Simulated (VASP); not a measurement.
# Sn (Im-3m) in VASP: single point with PBEsol

Aim: the single point of Sn with PBEsol.

Program: VASP 6.6.1. These are calculated values, not measurements. Logs are shortened: lines on timing, memory, paths and dates and some standing lists are left out, and cuts for length are marked.

### 1 The cell of the first run

The structure is cubic, space group Im-3m (No. 229). The conventional cell has a = 3.743 Å, b = 3.743 Å, c = 3.743 Å, α = 90.00°, β = 90.00°, γ = 90.00°. Sn (site symmetry m-3m) has 14 Sn at 3.24 to 3.74 Å within 4.3 Å.

### 2 Single point, PBEsol

File INCAR:

```
PREC     = Accurate       # precision mode
ENCUT    = 520            # plane-wave cutoff, eV
EDIFF    = 1E-6           # SCF threshold, eV
ISMEAR   = -1             # smearing method
SIGMA    = 0.13605693000000002 # smearing width, eV
LREAL    = False          # projectors in reciprocal space
LASPH    = True           # aspherical terms in the spheres
NELM     = 80             # most SCF steps
ALGO     = Normal         # electronic algorithm
ISIF     = 2              # what is computed and relaxed
LWAVE    = False          # write WAVECAR
LCHARG   = False          # write CHGCAR
GGA      = PS             # functional
NBANDS   = 13             # bands
```

File KPOINTS:

```
Automatic mesh
0
Gamma
  12 12 12
```

File POSCAR:

```
Sn
1.0
   -1.8715759733      1.8715759733      1.8715759733
    1.8715759733     -1.8715759733      1.8715759733
    1.8715759733      1.8715759733     -1.8715759733
Sn
1
Direct
    0.0000000000      0.0000000000      0.0000000000
```

Potentials or basis: VASP PAW PBE potentials, release 64 (Sn_d).

Command:

```
cat potpaw_PBE.64/Sn_d/POTCAR > POTCAR
mpirun -np 1 vasp_std > vasp.out
```

OUTCAR:

```text
PREC = Accurate
   ENCUT = 520
   EDIFF = 1E-6
   ISMEAR = -1
   LREAL = False
   LASPH = True
   NELM = 80
   ISIF = 2
   GGA = PS

 ion  position               nearest neighbor table
   1  0.000  0.000  0.000-

  LATTYP: Found a body centered cubic cell.
 ALAT       =     3.7431519466

  Lattice vectors:

 A1 = (  -1.8715759733,   1.8715759733,   1.8715759733)
 A2 = (   1.8715759733,  -1.8715759733,   1.8715759733)
 A3 = (   1.8715759733,   1.8715759733,  -1.8715759733)

Analysis of symmetry for initial positions (statically):
=====================================================================
 Subroutine PRICEL returns:
 Original cell was already a primitive cell.

 Routine SETGRP: Setting up the symmetry group for a
 body centered cubic supercell.

 Subroutine GETGRP returns: Found 48 space group operations
 (whereof 48 operations were pure point group operations)
 out of a pool of 48 trial point group operations.

The static configuration has the point symmetry O_h .

Analysis of symmetry for dynamics (positions and initial velocities):
=====================================================================
 Subroutine PRICEL returns:
 Original cell was already a primitive cell.

 Routine SETGRP: Setting up the symmetry group for a
 body centered cubic supercell.

 Subroutine GETGRP returns: Found 48 space group operations
 (whereof 48 operations were pure point group operations)
 out of a pool of 48 trial point group operations.

The dynamic configuration has the point symmetry O_h .

 Subroutine INISYM returns: Found 48 space group operations
 (whereof 48 operations are pure point group operations),
 and found     1 'primitive' translations

----------------------------------------------------------------------------------------

                                     Primitive cell

  volume of cell :      26.2230

  direct lattice vectors                    reciprocal lattice vectors
    -1.871575973  1.871575973  1.871575973     0.000000000  0.267154530  0.267154530
     1.871575973 -1.871575973  1.871575973     0.267154530  0.000000000  0.267154530
     1.871575973  1.871575973 -1.871575973     0.267154530  0.267154530  0.000000000

  length of vectors
     3.241664676  3.241664676  3.241664676     0.377813560  0.377813560  0.377813560

  position of ions in fractional coordinates (direct lattice)
     0.000000000  0.000000000  0.000000000

  ion indices of the primitive-cell ions
   primitive index   ion index
                 1           1

----------------------------------------------------------------------------------------

 KPOINTS: Automatic mesh

Automatic generation of k-mesh.
 Grid dimensions read from file:
 generate k-points for:   12   12   12

 Generating k-lattice:

  Cartesian coordinates                     Fractional coordinates (reciprocal lattice)
     0.000000000  0.022262878  0.022262878     0.083333333  0.000000000  0.000000000
     0.022262878  0.000000000  0.022262878     0.000000000  0.083333333  0.000000000
     0.022262878  0.022262878  0.000000000     0.000000000  0.000000000  0.083333333

  Length of vectors
     0.031484463  0.031484463  0.031484463

  Shift w.r.t. Gamma in fractional coordinates (k-lattice)
     0.000000000  0.000000000  0.000000000

 Subroutine IBZKPT returns following result:
 ===========================================

 Found     72 irreducible k-points:

 Following reciprocal coordinates:
            Coordinates               Weight
  0.000000  0.000000  0.000000      1.000000
  0.083333  0.000000  0.000000     12.000000
  0.166667  0.000000  0.000000     12.000000
  0.250000  0.000000  0.000000     12.000000
  0.333333  0.000000  0.000000     12.000000
  0.416667  0.000000  0.000000     12.000000
[... 16 lines left out ...]
  0.333333  0.083333  0.083333     24.000000
  0.416667  0.083333  0.083333     12.000000
 [... further k-points ...]
   k-points           NKPTS =     72   k-points in BZ     NKDIM =     72   number of bands    NBANDS=     13
   number of dos      NEDOS =    301   number of ions     NIONS =      1
   total plane-waves  NPLWV =  13824
   dimension x,y,z NGX =    24 NGY =   24 NGZ =   24
   dimension x,y,z NGXF=    48 NGYF=   48 NGZF=   48
   ions per type =               1
   NGX,Y,Z   is equivalent  to a cutoff of  12.31, 12.31, 12.31 a.u.
   NGXF,Y,Z  is equivalent  to a cutoff of  24.62, 24.62, 24.62 a.u.
 SYSTEM =  unknown system
   PREC   = accura    normal or accurate (medium, high low for compatibility)
   ISTART =      0    job   : 0-new  1-cont  2-samecut
   ICHARG =      2    charge: 1-file 2-atom 10-const
   ISPIN  =      1    spin polarized calculation?
   LNONCOLLINEAR =      F non collinear calculations
   LSORBIT =      F    spin-orbit coupling
   LASPH  =      T    aspherical Exc in radial PAW
   ENCUT  =  520.0 eV  38.22 Ry    6.18 a.u.   6.03  6.03  6.03*2*pi/ulx,y,z
   NELM   =     80;   NELMIN=  2; NELMDL= -5     # of ELM steps
   EDIFF  = 0.1E-05   stopping-criterion for ELM
   LREAL  =      F    real-space projection
   EDIFFG = 0.1E-04   stopping-criterion for IOM
   NSW    =      0    number of steps for IOM
   IBRION =     -1    ionic relax: 0-MD 1-quasi-New 2-CG
   NFREE  =      0    steps in history (QN), initial steepest desc. (CG)
   ISIF   =      2    stress and relaxation
   ISYM   =      2    0-nonsym 1-usesym 2-fastsym
   POTIM  = 0.5000    time-step for ionic-motion
   TEBEG  =    0.0;   TEEND  =   0.0 temperature during run
   PSTRESS=    0.0 pullay stress
   NELECT =      14.0000    total number of electrons
   NUPDOWN=      -1.0000    fix difference up-down
   EMIN   =  10.00;   EMAX   =-10.00  energy-range for DOS
   EFERMI =   0.00;   METHOD = LEGACY
   ISMEAR =    -1;   SIGMA  =   0.14  broadening in eV -4-tet -1-fermi 0-gaus
   EFERMI_NEDOS =   21; number of points for ismear=-14 and -15
   IALGO  =     38    algorithm
   IMIX   =      4    mixing-type and parameters
     AMIX     =   0.40;   BMIX     =  1.00
     AMIX_MAG =   1.60;   BMIX_MAG =  1.00
  volume/ion in A,a.u.               =      26.22       176.96
  Fermi-wavevector in a.u.,A,eV,Ry     =   1.328077  2.509702 23.997814  1.763790
  Thomas-Fermi vector in A             =   2.457342
   LORBIT       =      0    0 simple, 1 ext, 2 COOP (PROOUT), +10 PAW based schemes
   GGA     = PS    functional components
   LHFCALC =     F    Hartree Fock is set to
   AEXX    =    0.0000 exact exchange contribution
   IVDW    =     0    specifies the selected vdW correction
   LEPSILON=     F    determine dielectric tensor
   LRPA    =     F    only Hartree local field effects (RPA)
 non-spin polarized calculation
  energy-cutoff  :      520.00
  volume of cell :       26.22
 maximum number of plane-waves:       717
   NGX = 13   NGY = 13   NGZ = 13

 number of electron      13.9999991 magnetization

 Free energy of the ion-electron system (eV)
  ---------------------------------------------------
  ext. energy  EPLUGINS =         0.00000000
  ---------------------------------------------------
  free energy    TOTEN  =        -4.24890233 eV

  energy without entropy =       -4.21578867  energy(sigma->0) =       -4.23234550

 E-fermi :   8.3930     XC(G=0): -10.6755

 val. band max:        8.3325609807   @ k =  -0.4167   0.4167   0.4167
 cond. band min:       8.4392057146   @ k =   0.1667   0.1667   0.0833
 fundamental gap:      0.1066447339
 Fermi energy:         8.3929598253

 k-point     1 :       0.0000    0.0000    0.0000
  band No.  band energies     occupation
      1     -13.1038      2.00000
      2     -13.1038      2.00000
      3     -13.1038      2.00000
      4     -12.9479      2.00000
      5     -12.9479      2.00000
      6      -2.9967      2.00000
      7      16.6547      0.00000
      8      16.6547      0.00000
      9      16.6547      0.00000
     10      20.5644      0.00000
     11      20.5644      0.00000
     12      20.5644      0.00000
     13      21.3899      0.00000

 k-point     2 :       0.0833    0.0000    0.0000
  band No.  band energies     occupation
      1     -13.1073      2.00000
      2     -13.0988      2.00000
      3     -13.0875      2.00000
      4     -12.9519      2.00000
      5     -12.9484      2.00000
      6      -2.8406      2.00000
      7      15.3254      0.00000
      8      16.0388      0.00000
      9      16.4316      0.00000
     10      19.2805      0.00000
     11      19.6055      0.00000
     12      20.2950      0.00000
     13      22.0339      0.00000

 k-point     3 :       0.1667    0.0000    0.0000
  band No.  band energies     occupation
      1     -13.1169      2.00000
      2     -13.0871      2.00000
      3     -13.0426      2.00000
      4     -12.9612      2.00000
      5     -12.9496      2.00000
      6      -2.3712      2.00000
      7      12.6934      0.00000
      8      14.8604      0.00000
      9      15.8295      0.00000
     10      18.2304      0.00000
     11      18.5762      0.00000
     12      20.3149      0.00000
     13      22.4575      0.00000
[... 305 lines left out ...]
 k-point    23 :       0.3333    0.0833    0.0833
  band No.  band energies     occupation
      1     -13.1390      2.00000
      2     -13.0743      2.00000
      3     -12.9597      2.00000
      4     -12.9538      2.00000
      5     -12.8902      2.00000
      6       1.1361      2.00000
      7       5.3960      2.00000
      8      10.4629      0.00000
      9      11.8917      0.00000
     10      19.0692      0.00000
     11      19.5000      0.00000
     12      23.3839      0.00000
     13      24.4686      0.00000

 k-point    24 :       0.4167    0.0833    0.0833
  band No.  band energies     occupation
      1     -13.1418      2.00000
      2     -13.0736      2.00000
      3     -12.9558      2.00000
      4     -12.9538      2.00000
      5     -12.8804      2.00000
      6       2.1404      2.00000
      7       4.1085      2.00000
      8      10.2676      0.00000
      9      11.7506      0.00000
     10      18.9649      0.00000
     11      19.3954      0.00000
     12      24.0790      0.00000
     13      24.8447      0.00000

 [... further k-points ...]
[... 5 lines left out ...]
  --------------------------------------------------------------------------------------
  -------------------------------------------------------------------------------------
  Total       -0.0462853     -0.0462853     -0.0462853     -0.0000000      0.0000000      0.0000000
  in kB       -2.8279491     -2.8279491     -2.8279491     -0.0000000      0.0000000      0.0000000
  external PRESSURE =      -2.8279491 kB  Pullay stress =       0.0000000 kB

 VOLUME and BASIS-vectors are now :
 -----------------------------------------------------------------------------
  energy-cutoff  :      520.00
  volume of cell :       26.22
      direct lattice vectors                 reciprocal lattice vectors
    -1.871575973  1.871575973  1.871575973     0.000000000  0.267154530  0.267154530
     1.871575973 -1.871575973  1.871575973     0.267154530  0.000000000  0.267154530
     1.871575973  1.871575973 -1.871575973     0.267154530  0.267154530  0.000000000

 POSITION                                       TOTAL-FORCE (eV/Angst)
 -----------------------------------------------------------------------------------
      0.00000      0.00000      0.00000        -0.000000      0.000000     -0.000000
 -----------------------------------------------------------------------------------
    total drift:                               -0.000000     -0.000000      0.000000

  FREE ENERGIE OF THE ION-ELECTRON SYSTEM (eV)
  ---------------------------------------------------
  free  energy   TOTEN  =        -4.2489023301 eV

  energy  without entropy=       -4.2157886689  energy(sigma->0) =       -4.23234550
```

Run time: 21 s. Hardware: 1 thread of AMD EPYC 7R13, shared host; peak memory 0.12 GiB.

What came out:

```
Free energy            : -4.2489 eV
Pressure               : -0.3 GPa
Band gap on the k mesh : zero (band 7 reaches 16.65 eV, above the bottom of band 8 at 5.78 eV)
```

Caveat: the PAW data sets were made with another functional, which shifts forces and pressure a little; spin-orbit coupling is left out, which moves the levels of the heavy elements.
